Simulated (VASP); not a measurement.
# BaTl4S4 (P6mm) in VASP: notebook

The runs below take BaTl4S4 through relaxation of cell and atoms, single point, with PBE.

Program: VASP 6.6.1. These are calculated values, not measurements. Logs are shortened: lines on timing, memory, paths and dates and some standing lists are left out, and cuts for length are marked.

## 1. The cell of the first run

It takes space group P6mm (No. 183, hexagonal). Conventional cell: a = 6.009 Å, b = 6.009 Å, c = 9.026 Å, α = 90.00°, β = 90.00°, γ = 120.00°. Ba (site symmetry 6mm) has 7 Tl at 3.17 to 4.12 Å and 7 S at 3.92 to 4.03 Å within 4.2 Å. Within 4.2 Å of Tl (site symmetry 2mm) lie 6 Tl at 3.00 to 3.02 Å and 3 S at 3.52 to 3.77 Å and 2 Ba at 4.12 Å. Tl (site symmetry 6mm) has 1 S at 1.94 Å within 2.6 Å. Within 4.1 Å of S (site symmetry 2mm) lie 6 S at 3.00 to 3.25 Å and 1 Tl at 3.52 Å and 2 Ba at 4.03 Å. Within 2.6 Å of S (site symmetry 6mm) lie 1 Tl at 1.94 Å.

The cell was generated, and may not be a known phase.

## 2. Relaxation of cell and atoms, PBE

Input file INCAR:

```
PREC     = Accurate       # precision mode
ENCUT    = 600            # plane-wave cutoff, eV
EDIFF    = 1E-6           # SCF threshold, eV
ISMEAR   = 0              # smearing method
SIGMA    = 0.1            # smearing width, eV
LREAL    = F              # projectors in reciprocal space
LASPH    = T              # aspherical terms in the spheres
NELM     = 80             # most SCF steps
ALGO     = Normal         # electronic algorithm
ISIF     = 3              # what is computed and relaxed
LWAVE    = F              # write WAVECAR
LCHARG   = F              # write CHGCAR
GGA      = PE             # functional
IBRION   = 2              # ionic algorithm
NSW      = 90             # ionic steps
EDIFFG   = -0.04          # ionic threshold
```

Input file KPOINTS:

```
Automatic mesh
0
Gamma
  3 3 2
```

Input file POSCAR:

```
BaTl4S4
1.0
    6.0086496300      0.0000000000      0.0000000000
   -3.0043248200      5.2036432200      0.0000000000
    0.0000000000      0.0000000000      9.0262284000
Ba Tl S
1 4 4
Direct
    0.0000000000      0.0000000000      0.1885836200
    0.5000000000      0.0000000000      0.5008858100
    0.0000000000      0.5000000000      0.5008858100
    0.5000000000      0.5000000000      0.5008858100
    0.0000000000      0.0000000000      0.5393981600
    0.5000000000      0.0000000000      0.8912777100
    0.0000000000      0.5000000000      0.8912777100
    0.5000000000      0.5000000000      0.8912777100
    0.0000000000      0.0000000000      0.7537843500
```

Potentials or basis: VASP PAW PBE potentials, release 64 (Ba_sv, Tl_d, S).

Run with:

```bash
$ cat potpaw_PBE.64/Ba_sv/POTCAR potpaw_PBE.64/Tl_d/POTCAR potpaw_PBE.64/S/POTCAR > POTCAR
$ mpirun -np 1 vasp_std > vasp.out
```

OUTCAR:

```text
PREC = Accurate
   ENCUT = 600
   EDIFF = 1E-6
   ISMEAR = 0
   LREAL = F
   LASPH = T
   NELM = 80
   ISIF = 3
   GGA = PE
   IBRION = 2
   NSW = 90
   EDIFFG = -0.04

 ion  position               nearest neighbor table
   1  0.000  0.000  0.189-   5 3.17   4 4.12   4 4.12   2 4.12   2 4.12   3 4.12   3 4.12
   2  0.500  0.000  0.501-   3 3.00   3 3.00   4 3.00   4 3.00   5 3.02   5 3.02   1 4.12   1 4.12

   3  0.000  0.500  0.501-   2 3.00   2 3.00   4 3.00   4 3.00   5 3.02   5 3.02   1 4.12   1 4.12

   4  0.500  0.500  0.501-   3 3.00   3 3.00   2 3.00   2 3.00   5 3.02   5 3.02   1 4.12   1 4.12

   5  0.000  0.000  0.539-   9 1.94   4 3.02   4 3.02   2 3.02   2 3.02   3 3.02   3 3.02   1 3.17

   6  0.500  0.000  0.891-
   7  0.000  0.500  0.891-
   8  0.500  0.500  0.891-
   9  0.000  0.000  0.754-   5 1.94

  LATTYP: Found a hexagonal cell.
 ALAT       =     6.0086496300
 C/A-ratio  =     1.5022058126

  Lattice vectors:

 A1 = (   6.0086496300,   0.0000000000,   0.0000000000)
 A2 = (  -3.0043248200,   5.2036432200,   0.0000000000)
 A3 = (   0.0000000000,   0.0000000000,   9.0262284000)

Analysis of symmetry for initial positions (statically):
=====================================================================
 Subroutine PRICEL returns:
 Original cell was already a primitive cell.

 Routine SETGRP: Setting up the symmetry group for a
 hexagonal supercell.

 Subroutine GETGRP returns: Found 12 space group operations
 (whereof 12 operations were pure point group operations)
 out of a pool of 24 trial point group operations.

The static configuration has the point symmetry C_6v.

Analysis of symmetry for dynamics (positions and initial velocities):
=====================================================================
 Subroutine PRICEL returns:
 Original cell was already a primitive cell.

 Routine SETGRP: Setting up the symmetry group for a
 hexagonal supercell.

 Subroutine GETGRP returns: Found 12 space group operations
 (whereof 12 operations were pure point group operations)
 out of a pool of 24 trial point group operations.

The dynamic configuration has the point symmetry C_6v.

 Subroutine INISYM returns: Found 12 space group operations
 (whereof 12 operations are pure point group operations),
 and found     1 'primitive' translations

----------------------------------------------------------------------------------------

                                     Primitive cell

  volume of cell :     282.2219

  direct lattice vectors                    reciprocal lattice vectors
     6.008649630  0.000000000  0.000000000     0.166426745  0.096086526  0.000000000
    -3.004324820  5.203643220  0.000000000     0.000000000  0.192173052  0.000000000
     0.000000000  0.000000000  9.026228400     0.000000000  0.000000000  0.110788245

  length of vectors
     6.008649630  6.008649631  9.026228400     0.192173052  0.192173052  0.110788245

  position of ions in fractional coordinates (direct lattice)
     0.000000000  0.000000000  0.188583620
     0.500000000  0.000000000  0.500885810
     0.000000000  0.500000000  0.500885810
     0.500000000  0.500000000  0.500885810
     0.000000000  0.000000000  0.539398160
     0.500000000  0.000000000  0.891277710
     0.000000000  0.500000000  0.891277710
     0.500000000  0.500000000  0.891277710
     0.000000000  0.000000000  0.753784350

  ion indices of the primitive-cell ions
   primitive index   ion index
                 1           1
                 2           2
                 3           3
                 4           4
                 5           5
                 6           6
                 7           7
                 8           8
                 9           9

----------------------------------------------------------------------------------------

 KPOINTS: Automatic mesh

Automatic generation of k-mesh.
 Grid dimensions read from file:
 generate k-points for:    3    3    2

 Generating k-lattice:

  Cartesian coordinates                     Fractional coordinates (reciprocal lattice)
     0.055475582  0.032028842  0.000000000     0.333333333 -0.000000000  0.000000000
     0.000000000  0.064057684  0.000000000     0.000000000  0.333333333  0.000000000
     0.000000000  0.000000000  0.055394122     0.000000000  0.000000000  0.500000000

  Length of vectors
     0.064057684  0.064057684  0.055394122

  Shift w.r.t. Gamma in fractional coordinates (k-lattice)
     0.000000000  0.000000000  0.000000000

 Subroutine IBZKPT returns following result:
 ===========================================

 Found      6 irreducible k-points:

 Following reciprocal coordinates:
            Coordinates               Weight
  0.000000  0.000000  0.000000      1.000000
  0.333333 -0.000000  0.000000      6.000000
  0.333333  0.333333  0.000000      2.000000
  0.000000  0.000000  0.500000      1.000000
  0.333333 -0.000000  0.500000      6.000000
  0.333333  0.333333  0.500000      2.000000
   k-points           NKPTS =      6   k-points in BZ     NKDIM =      6   number of bands    NBANDS=     51
   number of dos      NEDOS =    301   number of ions     NIONS =      9
   total plane-waves  NPLWV = 165888
   dimension x,y,z NGX =    48 NGY =   48 NGZ =   72
   dimension x,y,z NGXF=    96 NGYF=   96 NGZF=  144
   ions per type =               1   4   4
   NGX,Y,Z   is equivalent  to a cutoff of  13.28, 13.28, 13.26 a.u.
   NGXF,Y,Z  is equivalent  to a cutoff of  26.56, 26.56, 26.52 a.u.
 SYSTEM =  unknown system
   PREC   = accura    normal or accurate (medium, high low for compatibility)
   ISTART =      0    job   : 0-new  1-cont  2-samecut
   ICHARG =      2    charge: 1-file 2-atom 10-const
   ISPIN  =      1    spin polarized calculation?
   LNONCOLLINEAR =      F non collinear calculations
   LSORBIT =      F    spin-orbit coupling
   LASPH  =      T    aspherical Exc in radial PAW
   ENCUT  =  600.0 eV  44.10 Ry    6.64 a.u.  12.00 12.00 18.03*2*pi/ulx,y,z
   NELM   =     80;   NELMIN=  2; NELMDL= -5     # of ELM steps
   EDIFF  = 0.1E-05   stopping-criterion for ELM
   LREAL  =      F    real-space projection
   EDIFFG = -.4E-01   stopping-criterion for IOM
   NSW    =     90    number of steps for IOM
   IBRION =      2    ionic relax: 0-MD 1-quasi-New 2-CG
   NFREE  =      1    steps in history (QN), initial steepest desc. (CG)
   ISIF   =      3    stress and relaxation
   ISYM   =      2    0-nonsym 1-usesym 2-fastsym
   POTIM  = 0.5000    time-step for ionic-motion
   TEBEG  =    0.0;   TEEND  =   0.0 temperature during run
   PSTRESS=    0.0 pullay stress
   NELECT =      86.0000    total number of electrons
   NUPDOWN=      -1.0000    fix difference up-down
   EMIN   =  10.00;   EMAX   =-10.00  energy-range for DOS
   EFERMI =   0.00;   METHOD = LEGACY
   ISMEAR =     0;   SIGMA  =   0.10  broadening in eV -4-tet -1-fermi 0-gaus
   EFERMI_NEDOS =   21; number of points for ismear=-14 and -15
   IALGO  =     38    algorithm
   IMIX   =      4    mixing-type and parameters
     AMIX     =   0.40;   BMIX     =  1.00
     AMIX_MAG =   1.60;   BMIX_MAG =  1.00
  volume/ion in A,a.u.               =      31.36       211.61
  Fermi-wavevector in a.u.,A,eV,Ry     =   1.101651  2.081819 16.512509  1.213635
  Thomas-Fermi vector in A             =   2.238082
   LORBIT       =      0    0 simple, 1 ext, 2 COOP (PROOUT), +10 PAW based schemes
   GGA     = PE    functional components
   LHFCALC =     F    Hartree Fock is set to
   AEXX    =    0.0000 exact exchange contribution
   IVDW    =     0    specifies the selected vdW correction
   LEPSILON=     F    determine dielectric tensor
   LRPA    =     F    only Hartree local field effects (RPA)
 conjugate gradient relaxation of ions
 non-spin polarized calculation
 Gauss-broadening in eV      SIGMA  =   0.10
  energy-cutoff  :      600.00
  volume of cell :      282.22
 maximum number of plane-waves:      9416
   NGX = 25   NGY = 25   NGZ = 37

--------------------------------------- Ionic step        1  -------------------------------------------

 number of electron      86.0000016 magnetization

 Free energy of the ion-electron system (eV)
  ---------------------------------------------------
  ext. energy  EPLUGINS =         0.00000000
  ---------------------------------------------------
  free energy    TOTEN  =       -20.00744078 eV

  energy without entropy =      -19.94081657  energy(sigma->0) =      -19.97412868

------------------------ aborting loop because EDIFF is reached ----------------------------------------

  FORCE on cell =-STRESS in cart. coord.  units (eV):
  Direction    XX          YY          ZZ          XY          YZ          ZX
  --------------------------------------------------------------------------------------
  -------------------------------------------------------------------------------------
  Total        8.6207467      8.6207467     21.9104109     -0.0000000      0.0000000     -0.0000000
  in kB       48.9400890     48.9400890    124.3856823     -0.0000000      0.0000000     -0.0000000
  external PRESSURE =      74.0886201 kB  Pullay stress =       0.0000000 kB
[... 110 lines left out ...]
  FREE ENERGIE OF THE ION-ELECTRON SYSTEM (eV)
  ---------------------------------------------------
  free  energy   TOTEN  =       -21.7250937445 eV

  energy  without entropy=      -21.6847119541  energy(sigma->0) =      -21.70490285

[... ionic steps 4 to 44 ...]

--------------------------------------- Ionic step       45  -------------------------------------------

 number of electron      86.0000012 magnetization

------------------------ aborting loop because EDIFF is reached ----------------------------------------

  FORCE on cell =-STRESS in cart. coord.  units (eV):
  Direction    XX          YY          ZZ          XY          YZ          ZX
  --------------------------------------------------------------------------------------
  -------------------------------------------------------------------------------------
  Total       -0.2914235     -0.2914235     -0.0415633      0.0000000      0.0000000      0.0000000
  in kB       -1.2880785     -1.2880785     -0.1837080      0.0000000      0.0000000      0.0000000
  external PRESSURE =      -0.9199550 kB  Pullay stress =       0.0000000 kB
[... 71 lines left out ...]
  energy  without entropy=      -29.8424804338  energy(sigma->0) =      -29.84663017

--------------------------------------- Ionic step       47  -------------------------------------------

 number of electron      86.0000002 magnetization

 Free energy of the ion-electron system (eV)
  ---------------------------------------------------
  ext. energy  EPLUGINS =         0.00000000
  ---------------------------------------------------
  free energy    TOTEN  =       -29.85204918 eV

  energy without entropy =      -29.84388256  energy(sigma->0) =      -29.84796587

 E-fermi :   2.2043     XC(G=0):  -7.3838

 val. band max:        2.1314714592   @ k =   0.0000   0.0000   0.5000
 cond. band min:       2.3057026008   @ k =   0.3333   0.3333   0.0000
 fundamental gap:      0.1742311416
 Fermi energy:         2.2042996438

 k-point     1 :       0.0000    0.0000    0.0000
  band No.  band energies     occupation
      1     -25.0543      2.00000
      2     -11.1379      2.00000
      3     -10.4815      2.00000
      4     -10.2723      2.00000
      5     -10.2723      2.00000
      6     -10.2672      2.00000
[... 349 lines left out ...]
  FREE ENERGIE OF THE ION-ELECTRON SYSTEM (eV)
  ---------------------------------------------------
  free  energy   TOTEN  =       -29.8520491770 eV

  energy  without entropy=      -29.8438825570  energy(sigma->0) =      -29.84796587

 reached required accuracy - stopping structural energy minimisation
```

Wall time 35 min (1 thread of Intel Xeon 6975P-C (Granite Rapids), shared host); peak memory 0.51 GiB.

What came out:

```yaml
Free_energy: -29.8520 eV
Relaxed_volume: 39.71 Å³/atom
Relaxed_cell: a = 6.507 Å, b = 6.507 Å, c = 9.745 Å, α = 90.00°, β = 90.00°, γ = 120.00°
Space_group_after_relaxing_to_0.1_Å: P6mm (No. 183)
Energy_gained_by_relaxing: 1093.8 meV/atom
Ionic_steps: 47
Pressure_after_relaxing: 0.0 GPa
Largest_force_after_relaxing: 0.034 eV/Å
Band_gap_on_the_k_mesh: 0.17 eV (least direct gap 0.88 eV)
```

Forces on the atoms (eV/Å):
```
Ba   0.000  0.000  0.034
Tl   0.000  0.000 -0.015
Tl   0.000  0.000 -0.015
Tl   0.000  0.000 -0.015
Tl   0.000  0.000  0.016
S    0.000  0.000 -0.006
S    0.000  0.000 -0.006
S    0.000  0.000 -0.006
S    0.000  0.000  0.012
```

Stress tensor (GPa, compression positive):
```
 0.01  0.00  0.00
 0.00  0.01  0.00
 0.00  0.00 -0.08
```

Step by step:
| step | energy change (eV) | largest force (eV/Å) | pressure (GPa) | volume (Å³) |
| --- | --- | --- | --- | --- |
| 1 | 0.0000 | 14.1989 | 7.41 | 282.22 |
| 3 | -1.7177 | 3.2114 | -1.67 | 342.00 |
| 5 | -2.3326 | 2.8605 | -0.19 | 309.78 |
| 7 | -2.4317 | 2.8380 | 0.47 | 303.13 |
| 9 | -2.4456 | 2.8345 | 0.81 | 300.39 |
| 11 | -4.3747 | 1.1182 | -2.07 | 333.31 |
| 13 | -4.3895 | 0.8317 | -2.03 | 334.93 |
| 15 | -4.6015 | 1.3398 | -0.62 | 319.52 |
| 17 | -5.2625 | 1.1594 | 3.61 | 274.74 |
| 19 | -6.1080 | 2.3592 | 2.87 | 278.24 |
| 21 | -7.6274 | 2.9341 | 1.57 | 295.77 |
| 23 | -9.3956 | 0.9260 | -0.88 | 402.63 |
| 25 | -9.5778 | 0.8202 | -0.22 | 376.74 |
| 27 | -9.7145 | 0.5142 | 0.14 | 367.09 |
| 29 | -9.7940 | 0.2725 | -0.23 | 368.35 |
| 31 | -9.8287 | 0.1237 | 0.06 | 365.75 |
| 33 | -9.8314 | 0.0758 | -0.02 | 367.04 |
| 35 | -9.8328 | 0.0526 | -0.02 | 366.82 |
| 37 | -9.8338 | 0.0571 | 0.06 | 365.19 |
| 39 | -9.8346 | 0.0856 | -0.02 | 364.21 |
| 41 | -9.8358 | 0.0654 | 0.00 | 364.43 |
| 43 | -9.8406 | 0.0542 | -0.06 | 363.29 |
| 45 | -9.8416 | 0.0865 | -0.09 | 362.49 |
| 47 | -9.8446 | 0.0338 | -0.02 | 357.38 |

Final structure:
```
CELL_PARAMETERS angstrom
6.50745 0.00000 0.00000
-3.25372 5.63562 0.00000
0.00000 0.00000 9.74484
ATOMIC_POSITIONS crystal
Ba 0.00000 0.00000 0.94352
Tl 0.50000 0.00000 0.64993
Tl 0.00000 0.50000 0.64993
Tl 0.50000 0.50000 0.64993
Tl 0.00000 0.00000 0.35860
S 0.50000 0.00000 0.92629
S 0.00000 0.50000 0.92629
S 0.50000 0.50000 0.92629
S 0.00000 0.00000 0.62749
```

Levels at points of the mesh, in eV from the valence-band top:
| k point | band 41 | band 42 | band 43 | band 44 | band 45 | band 46 |
| --- | --- | --- | --- | --- | --- | --- |
| (0.00, 0.00, 0.00) | -0.79 | -0.79 | 0.00 | 1.00 | 1.00 | 1.34 |
| (0.00, 0.00, 0.50) | -0.78 | -0.78 | 0.00 | 1.00 | 1.00 | 1.51 |

Caveat: the volume moved by over 15 % at a fixed basis, so the end points are rough; spin-orbit coupling is left out, which moves the levels of the heavy elements.

(Continued in part 2 of 2.)
